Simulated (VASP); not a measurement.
# KF (P1) in VASP: a series of runs

Runs on KF. Level: PBE. Tasks: single point.

All numbers are computed with VASP 6.6.1; they aren't measurements. Logs are shortened: lines on timing, memory, paths and dates and some standing lists are left out, and cuts for length are marked.

### Step 1. The cell of the first run

The typed cell holds 2 atoms: a = 3.745 Å, b = 3.803 Å, c = 3.764 Å, α = 60.65°, β = 60.05°, γ = 60.78°.

### Step 2. Single point, PBE (atoms moved at random and the cell strained at random)

The input, INCAR:

```
SYSTEM = KF
  PREC = Accurate
  ENCUT = 520
  EDIFF = 1E-7
  ISMEAR = 0
  SIGMA = 0.02
  LREAL = .FALSE.
  LASPH = .TRUE.
  NELM = 60
  ALGO = Normal
  ISIF = 2
  LWAVE = .FALSE.
  LCHARG = .TRUE.
  GGA = PE
  LELF = .TRUE.
  LVHAR = .TRUE.
  NBANDS = 15
```

The input, KPOINTS:

```
regular mesh
0
G
  8 8 8
  0 0 0
```

The input, POSCAR:

```
KF
1.0
   -0.0032082000      2.6560153100      2.6401881900
    2.6945939150     -0.0456633800      2.6826433700
    2.6599453550      2.6638219300     -0.0110148200
K F
1 1
Direct
   -0.0765793903      0.0179371610      0.0088404713
    0.5765793903      0.4820628390      0.4911595287
```

Potentials or basis: VASP PAW PBE potentials, release 64 (K_sv, F).

Command:

```console
cat potpaw_PBE.64/K_sv/POTCAR potpaw_PBE.64/F/POTCAR > POTCAR
mpirun -np 1 vasp_std > vasp.out
```

OUTCAR:

```text
SYSTEM = KF
   PREC = Accurate
   ENCUT = 520
   EDIFF = 1E-7
   ISMEAR = 0
   LREAL = .FALSE.
   LASPH = .TRUE.
   NELM = 60
   ISIF = 2
   GGA = PE

 ion  position               nearest neighbor table
   1  0.923  0.018  0.009-   2 2.35   2 2.40   2 2.58
   2  0.577  0.482  0.491-   1 2.35   1 2.40   1 2.58

  LATTYP: Found a triclinic cell.
 ALAT       =     3.7449995058
 B/A-ratio  =     1.0052041544
 C/A-ratio  =     1.0195586161
 COS(alpha) =     0.0014785549
 COS(beta)  =     0.4945871409
 COS(gamma) =     0.4991865630

  Lattice vectors:

 A1 = (  -0.0032082000,   2.6560153100,   2.6401881900)
 A2 = (   2.6599453550,   2.6638219300,  -0.0110148200)
 A3 = (  -2.6978021150,   2.7016786900,  -0.0424551800)

Analysis of symmetry for initial positions (statically):
=====================================================================
 Subroutine PRICEL returns:
 Original cell was already a primitive cell.

 Routine SETGRP: Setting up the symmetry group for a
 triclinic supercell.

 Subroutine GETGRP returns: Found  1 space group operations
 (whereof  1 operations were pure point group operations)
 out of a pool of  2 trial point group operations.

The static configuration has the point symmetry C_1 .

Analysis of symmetry for dynamics (positions and initial velocities):
=====================================================================
 Subroutine PRICEL returns:
 Original cell was already a primitive cell.

 Routine SETGRP: Setting up the symmetry group for a
 triclinic supercell.

 Subroutine GETGRP returns: Found  1 space group operations
 (whereof  1 operations were pure point group operations)
 out of a pool of  2 trial point group operations.

The dynamic configuration has the point symmetry C_1 .

 Subroutine INISYM returns: Found  1 space group operations
 (whereof  1 operations are pure point group operations),
 and found     1 'primitive' translations

----------------------------------------------------------------------------------------

                                     Primitive cell

  volume of cell :      38.3260

  direct lattice vectors                    reciprocal lattice vectors
    -0.003208200  2.656015310  2.640188190    -0.186442221  0.186958424  0.190455143
     2.694593915 -0.045663380  2.682643370     0.184267860 -0.183236555  0.184558914
     2.659945355  2.663821930 -0.011014820     0.189054561  0.185848896 -0.186733275

  length of vectors
     3.744999506  3.802564524  3.764489061     0.325556931  0.318735426  0.324269572

  position of ions in fractional coordinates (direct lattice)
     0.923420610  0.017937161  0.008840471
     0.576579390  0.482062839  0.491159529

  ion indices of the primitive-cell ions
   primitive index   ion index
                 1           1
                 2           2

----------------------------------------------------------------------------------------

 KPOINTS: regular mesh

Automatic generation of k-mesh.
 Grid dimensions read from file:
 generate k-points for:    8    8    8

 Generating k-lattice:

  Cartesian coordinates                     Fractional coordinates (reciprocal lattice)
    -0.023305278  0.023369803  0.023806893     0.125000000  0.000000000  0.000000000
     0.023033482 -0.022904569  0.023069864     0.000000000  0.125000000  0.000000000
     0.023631820  0.023231112 -0.023341659    -0.000000000 -0.000000000  0.125000000

  Length of vectors
     0.040694616  0.039841928  0.040533696

  Shift w.r.t. Gamma in fractional coordinates (k-lattice)
     0.000000000  0.000000000  0.000000000

 Subroutine IBZKPT returns following result:
 ===========================================

 Found    260 irreducible k-points:

 Following reciprocal coordinates:
            Coordinates               Weight
  0.000000  0.000000  0.000000      1.000000
  0.125000  0.000000  0.000000      2.000000
  0.250000  0.000000  0.000000      2.000000
  0.375000  0.000000  0.000000      2.000000
  0.500000  0.000000  0.000000      1.000000
 -0.000000  0.125000 -0.000000      2.000000
[... 16 lines left out ...]
  0.125000  0.375000 -0.000000      2.000000
  0.250000  0.375000 -0.000000      2.000000
 [... further k-points ...]
   k-points           NKPTS =    260   k-points in BZ     NKDIM =    260   number of bands    NBANDS=     15
   number of dos      NEDOS =    301   number of ions     NIONS =      2
   total plane-waves  NPLWV =  21952
   dimension x,y,z NGX =    28 NGY =   28 NGZ =   28
   dimension x,y,z NGXF=    56 NGYF=   56 NGZF=   56
   ions per type =               1   1
   NGX,Y,Z   is equivalent  to a cutoff of  12.43, 12.24, 12.37 a.u.
   NGXF,Y,Z  is equivalent  to a cutoff of  24.86, 24.48, 24.73 a.u.
 SYSTEM =  KF
   PREC   = accura    normal or accurate (medium, high low for compatibility)
   ISTART =      0    job   : 0-new  1-cont  2-samecut
   ICHARG =      2    charge: 1-file 2-atom 10-const
   ISPIN  =      1    spin polarized calculation?
   LNONCOLLINEAR =      F non collinear calculations
   LSORBIT =      F    spin-orbit coupling
   LASPH  =      T    aspherical Exc in radial PAW
   ENCUT  =  520.0 eV  38.22 Ry    6.18 a.u.   6.96  7.07  7.00*2*pi/ulx,y,z
   NELM   =     60;   NELMIN=  2; NELMDL= -5     # of ELM steps
   EDIFF  = 0.1E-06   stopping-criterion for ELM
   LREAL  =      F    real-space projection
   EDIFFG = 0.1E-05   stopping-criterion for IOM
   NSW    =      0    number of steps for IOM
   IBRION =     -1    ionic relax: 0-MD 1-quasi-New 2-CG
   NFREE  =      0    steps in history (QN), initial steepest desc. (CG)
   ISIF   =      2    stress and relaxation
   ISYM   =      2    0-nonsym 1-usesym 2-fastsym
   POTIM  = 0.5000    time-step for ionic-motion
   TEBEG  =    0.0;   TEEND  =   0.0 temperature during run
   PSTRESS=    0.0 pullay stress
   NELECT =      16.0000    total number of electrons
   NUPDOWN=      -1.0000    fix difference up-down
   EMIN   =  10.00;   EMAX   =-10.00  energy-range for DOS
   EFERMI =   0.00;   METHOD = LEGACY
   ISMEAR =     0;   SIGMA  =   0.02  broadening in eV -4-tet -1-fermi 0-gaus
   EFERMI_NEDOS =   21; number of points for ismear=-14 and -15
   IALGO  =     38    algorithm
   IMIX   =      4    mixing-type and parameters
     AMIX     =   0.40;   BMIX     =  1.00
     AMIX_MAG =   1.60;   BMIX_MAG =  1.00
  volume/ion in A,a.u.               =      19.16       129.32
  Fermi-wavevector in a.u.,A,eV,Ry     =   1.223537  2.312149 20.368499  1.497042
  Thomas-Fermi vector in A             =   2.358644
   LORBIT       =      0    0 simple, 1 ext, 2 COOP (PROOUT), +10 PAW based schemes
   GGA     = PE    functional components
   LHFCALC =     F    Hartree Fock is set to
   AEXX    =    0.0000 exact exchange contribution
   IVDW    =     0    specifies the selected vdW correction
   LEPSILON=     F    determine dielectric tensor
   LRPA    =     F    only Hartree local field effects (RPA)
 non-spin polarized calculation
 Gauss-broadening in eV      SIGMA  =   0.02
  energy-cutoff  :      520.00
  volume of cell :       38.33
 maximum number of plane-waves:      1045
   NGX = 13   NGY = 15   NGZ = 13

 number of electron      15.9999996 magnetization

 Free energy of the ion-electron system (eV)
  ---------------------------------------------------
  ext. energy  EPLUGINS =         0.00000000
  ---------------------------------------------------
  free energy    TOTEN  =        -8.07856260 eV

  energy without entropy =       -8.07856260  energy(sigma->0) =       -8.07856260

 E-fermi :  -2.7480     XC(G=0):  -8.3423

 val. band max:       -2.8938319655   @ k =   0.5000   0.5000   0.0000
 cond. band min:       3.2336045081   @ k =   0.0000   0.0000   0.0000
 fundamental gap:      6.1274364736
 Fermi energy:        -2.7480347463

 k-point     1 :       0.0000    0.0000    0.0000
  band No.  band energies     occupation
      1     -28.8580      2.00000
      2     -21.5525      2.00000
      3     -12.1378      2.00000
      4     -12.0986      2.00000
      5     -12.0836      2.00000
      6      -2.9966      2.00000
      7      -2.9740      2.00000
      8      -2.9318      2.00000
      9       3.2336      0.00000
     10       7.8234      0.00000
     11       8.2009      0.00000
     12       8.4717      0.00000
     13       9.8652      0.00000
     14      10.0920      0.00000
     15      13.8753      0.00000

 k-point     2 :       0.1250    0.0000    0.0000
  band No.  band energies     occupation
      1     -28.8443      2.00000
      2     -21.5623      2.00000
      3     -12.1457      2.00000
      4     -12.1392      2.00000
      5     -12.1017      2.00000
      6      -3.1052      2.00000
      7      -3.0277      2.00000
      8      -2.9758      2.00000
      9       3.6741      0.00000
     10       8.0228      0.00000
     11       8.1297      0.00000
     12       8.4237      0.00000
     13       9.9642      0.00000
     14      10.1746      0.00000
     15      14.6974      0.00000

 k-point     3 :       0.2500    0.0000    0.0000
  band No.  band energies     occupation
      1     -28.8112      2.00000
      2     -21.5852      2.00000
      3     -12.2663      2.00000
      4     -12.1566      2.00000
      5     -12.1231      2.00000
      6      -3.3540      2.00000
      7      -3.1284      2.00000
      8      -3.0819      2.00000
      9       4.7858      0.00000
     10       7.5837      0.00000
     11       8.6112      0.00000
     12       8.9987      0.00000
     13      10.2491      0.00000
     14      10.4574      0.00000
     15      15.4907      0.00000

 k-point     4 :       0.3750    0.0000    0.0000
  band No.  band energies     occupation
      1     -28.7777      2.00000
      2     -21.6085      2.00000
      3     -12.3900      2.00000
      4     -12.1710      2.00000
      5     -12.1426      2.00000
      6      -3.5638      2.00000
      7      -3.2282      2.00000
      8      -3.1854      2.00000
      9       5.9798      0.00000
     10       7.4812      0.00000
     11       9.1630      0.00000
     12       9.5700      0.00000
     13      10.7993      0.00000
     14      11.0598      0.00000
     15      13.8568      0.00000
[... 307 lines left out ...]
 k-point    22 :      -0.0000    0.3750   -0.0000
  band No.  band energies     occupation
      1     -28.7672      2.00000
      2     -21.6862      2.00000
      3     -12.2815      2.00000
      4     -12.1767      2.00000
      5     -12.1249      2.00000
      6      -3.5318      2.00000
      7      -3.0950      2.00000
      8      -3.0075      2.00000
      9       5.6371      0.00000
     10       6.9955      0.00000
     11       8.7744      0.00000
     12       9.2841      0.00000
     13      11.0500      0.00000
     14      11.2963      0.00000
     15      14.1803      0.00000

 k-point    23 :       0.1250    0.3750   -0.0000
  band No.  band energies     occupation
      1     -28.7690      2.00000
      2     -21.6733      2.00000
      3     -12.2810      2.00000
      4     -12.2037      2.00000
      5     -12.1533      2.00000
      6      -3.4069      2.00000
      7      -3.0903      2.00000
      8      -2.9769      2.00000
      9       5.5214      0.00000
     10       6.8859      0.00000
     11       8.6552      0.00000
     12       9.0687      0.00000
     13      10.9813      0.00000
     14      11.2520      0.00000
     15      14.8316      0.00000

 k-point    24 :       0.2500    0.3750   -0.0000
  band No.  band energies     occupation
      1     -28.7589      2.00000
      2     -21.6547      2.00000
      3     -12.3893      2.00000
      4     -12.2462      2.00000
      5     -12.1955      2.00000
      6      -3.2616      2.00000
      7      -3.0842      2.00000
      8      -2.9179      2.00000
      9       5.7826      0.00000
     10       6.4031      0.00000
     11       8.6713      0.00000
     12       9.6789      0.00000
     13      10.8345      0.00000
     14      11.1590      0.00000
     15      15.1708      0.00000

 [... further k-points ...]
[... 5 lines left out ...]
  --------------------------------------------------------------------------------------
  -------------------------------------------------------------------------------------
  Total        0.3531784      1.7217374      1.3341407      0.1980086     -0.4103848      0.1010345
  in kB       14.7642498     71.9754171     55.7723470      8.2775405    -17.1557031      4.2236429
  external PRESSURE =      47.5040046 kB  Pullay stress =       0.0000000 kB

 VOLUME and BASIS-vectors are now :
 -----------------------------------------------------------------------------
  energy-cutoff  :      520.00
  volume of cell :       38.33
      direct lattice vectors                 reciprocal lattice vectors
    -0.003208200  2.656015310  2.640188190    -0.186442221  0.186958424  0.190455143
     2.694593915 -0.045663380  2.682643370     0.184267860 -0.183236555  0.184558914
     2.659945355  2.663821930 -0.011014820     0.189054561  0.185848896 -0.186733275

 POSITION                                       TOTAL-FORCE (eV/Angst)
 -----------------------------------------------------------------------------------
      0.06889      2.47535      2.48603        -0.132817      0.737212      0.542340
      2.60357      2.81775      2.81007         0.132817     -0.737212     -0.542340
 -----------------------------------------------------------------------------------
    total drift:                                0.000065     -0.000083      0.000142

  FREE ENERGIE OF THE ION-ELECTRON SYSTEM (eV)
  ---------------------------------------------------
  free  energy   TOTEN  =        -8.0785625992 eV

  energy  without entropy=       -8.0785625992  energy(sigma->0) =       -8.07856260
```

Run time: 4 min. Hardware: 1 thread of AMD EPYC 7R13 (Zen 3), shared host; peak memory 0.23 GiB.

What came out:

- Free energy: -8.0786 eV
- Pressure: 4.8 GPa
- Largest force: 0.925 eV/Å
- Band gap on the k mesh: 6.13 eV, indirect (least direct gap 6.17 eV)

Forces in eV/Å, atoms in the order of the input:
```
K   -0.133  0.737  0.542
F    0.133 -0.737 -0.542
```

Stress tensor (GPa, compression positive):
```
 1.48  0.83  0.42
 0.83  7.20 -1.72
 0.42 -1.72  5.58
```

Caveat: the cell differs from its parent crystal (atoms moved at random and the cell strained at random). A k mesh can miss the band edges.

### Step 3. Single point, PBE (atoms moved at random and the cell strained at random)

The input, INCAR:

```
PREC = Accurate ; ENCUT = 520
EDIFF = 1E-6 ; ISMEAR = 0
SIGMA = 0.02 ; LREAL = F
LASPH = T ; NELM = 60
ALGO = Normal ; ISIF = 2
LWAVE = F ; LCHARG = F
GGA = PE ; NBANDS = 15
```

The input, KPOINTS:

```
regular mesh
0
Gamma
  8 8 8
```

The input, POSCAR:

```
KF
1.0
   -0.0003475550      2.7136559700      2.6417388200
    2.8653770950     -0.1452779900      2.7866692550
    2.7355786700      2.7287879800     -0.0154795650
K F
1 1
Direct
    0.0079614737      0.0018720778     -0.0026051992
    0.4920385263      0.4981279222      0.5026051992
```

Potentials or basis: VASP PAW PBE potentials, release 64 (K_sv, F).

Command:

```console
cat potpaw_PBE.64/K_sv/POTCAR potpaw_PBE.64/F/POTCAR > POTCAR
mpirun -np 1 vasp_std > vasp.out
```

It took 3.1 min on 1 thread of Intel Xeon Platinum 8375C at 2.90GHz (Ice Lake), shared host; peak memory 0.28 GiB.

It converged, with:

* Free energy: -8.2684 eV
* Pressure: -1.6 GPa
* Largest force: 0.068 eV/Å
* Band gap on the k mesh: 5.56 eV, direct

Forces on the atoms (eV/Å):
```
K    0.002 -0.020 -0.065
F   -0.002  0.020  0.065
```

Stress tensor (GPa, compression positive):
```
-2.00  0.72 -0.75
 0.72 -1.89  0.88
-0.75  0.88 -0.99
```

Levels at points of the mesh, in eV from the valence-band top:
| k point | band 6 | band 7 | band 8 | band 9 | band 10 | band 11 |
| --- | --- | --- | --- | --- | --- | --- |
| (0.00, 0.00, 0.00) | -0.10 | -0.03 | 0.00 | 5.56 | 9.89 | 10.42 |
| (0.50, 0.00, 0.00) | -0.72 | -0.39 | -0.28 | 8.60 | 9.85 | 11.35 |
| (0.00, 0.50, 0.00) | -0.74 | -0.24 | -0.22 | 8.31 | 9.58 | 11.29 |
| (0.50, 0.50, 0.00) | -0.27 | -0.16 | -0.10 | 7.95 | 9.64 | 11.09 |
| (0.00, 0.00, 0.50) | -0.72 | -0.38 | -0.26 | 8.58 | 9.80 | 11.14 |
| (0.50, 0.00, 0.50) | -0.32 | -0.14 | -0.08 | 8.05 | 9.61 | 10.85 |
| (0.00, 0.50, 0.50) | -0.32 | -0.15 | -0.07 | 8.06 | 9.62 | 10.83 |
| (0.50, 0.50, 0.50) | -0.72 | -0.39 | -0.28 | 8.61 | 9.84 | 11.19 |

Caveat: the cell differs from its parent crystal (atoms moved at random and the cell strained at random). A k mesh can miss the band edges.
